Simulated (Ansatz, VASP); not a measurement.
# One calculation of C, two programs

```
CELL_PARAMETERS angstrom
-2.45766 0.00000 0.00000
0.00000 0.00000 -3.52948
0.00000 -4.25679 0.00000
ATOMIC_POSITIONS crystal
C 0.50000 0.00000 0.16314
C 0.00000 0.00000 0.64905
C 0.00000 0.00000 0.33686
C 0.50000 0.00000 0.85095
```

Change from the starting cell: mode 8 frozen in at -0.030 Å and mode 12 at +0.045 Å (largest displacements).

Alike in both runs: task single point; functional PBEsol; dispersion D3(BJ); k mesh 18 × 12 × 10; occupations gaussian, width 0.15 eV; no spin polarisation.

```csv
,VASP,Ansatz
version,VASP 6.6.1,Ansatz 0.2.0
potentials or method,"VASP PAW PBE potentials, release 64 (C), cutoff 600 eV","scalar-relativistic, plane waves, PAW"
valence electrons in the cell,16,16
```

VASP gave:

* gap on the k mesh at the Fermi level (eV): none
* pressure (GPa): 4.9
* traceless stress, the component that is largest in VASP (GPa): 13.11
* rms of the force components (eV/Å): 3.390

Problem. What did Ansatz give for the same quantities?

Solution. gap on the k mesh at the Fermi level (eV): none; pressure (GPa): 4.6; traceless stress, the component that is largest in VASP (GPa): 12.64; rms of the force components (eV/Å): 3.377.

VASP's potentials were made for PBE, not for PBEsol, and Ansatz warns of the same on its side. Atom by atom the forces differ by 0.013 eV/Å (rms over components). A gap of «none» marks a metal or a gap that the smearing closes.
